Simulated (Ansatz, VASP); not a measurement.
NbN: VASP beside Ansatz

INCAR

```
SYSTEM = NbN
PREC     = Accurate       ! precision mode
ENCUT    = 520            ! plane-wave cutoff, eV
EDIFF    = 1E-8           ! SCF threshold, eV
ISMEAR   = -1             ! smearing method
SIGMA    = 0.08           ! smearing width, eV
LREAL    = .FALSE.        ! projectors in reciprocal space
LASPH    = .TRUE.         ! aspherical terms in the spheres
NELM     = 120            ! most SCF steps
ALGO     = Normal         ! electronic algorithm
ISIF     = 2              ! what is computed and relaxed
LWAVE    = .FALSE.        ! write WAVECAR
LCHARG   = .FALSE.        ! write CHGCAR
GGA      = PE             ! functional
LEFG     = .TRUE.       
NBANDS   = 16             ! bands
GGA_COMPAT= .FALSE.
```

The input KPOINTS:

```
regular mesh
0
G
  13 13 13
  0 0 0
```

The input POSCAR:

```
NbN
1.0
    0.0000000000      2.1797713683      2.1797713683
    2.1797713683      0.0000000000      2.1797713683
    2.1797713683      2.1797713683      0.0000000000
Nb N
1 1
Direct
    0.5000000000      0.5000000000      0.5000000000
    0.0000000000      0.0000000000      0.0000000000
```

Input for Ansatz:

```yaml
crystal:
  lattice:
    - [0.0, 2.1797713683, 2.1797713683]
    - [2.1797713683, 0.0, 2.1797713683]
    - [2.1797713683, 2.1797713683, 0.0]
  atoms:
    - { symbol: Nb, position: [0.5, 0.5, 0.5] }
    - { symbol: "N", position: [0.0, 0.0, 0.0] }
kpoints:
  mp_grid: { grid: [13, 13, 13] }
scf:
  occupations: { method: fermi_dirac, width: 0.08 }
hamiltonian:
  xc: pbe
  pseudopotentials: { kind: all_electron, datasets: crystal }
output:
  forces: true
  stress: true
  eigenvalues: true
  efg: { contact_densities: true }
```

Change from the starting cell: volume scaled by 0.98, crystal datasets.

Alike in both runs: task electric field gradients; functional PBE; k mesh 13 × 13 × 13; occupations fermi-dirac, width 0.08 eV; no spin polarisation.

```csv
,VASP,Ansatz
version,VASP 6.6.1,Ansatz 0.2.0
potentials or method,"VASP PAW PBE potentials, release 64 (Nb_sv, N), cutoff 520 eV","all-electron PAW with datasets made for the crystal, scalar-relativistic"
```

|  | VASP | Ansatz | Ansatz less VASP |
| --- | --- | --- | --- |
| pressure (GPa) | 13.6 | 14.2 | +0.57 |

Ansatz ran all-electron here, and VASP with PAW potentials.
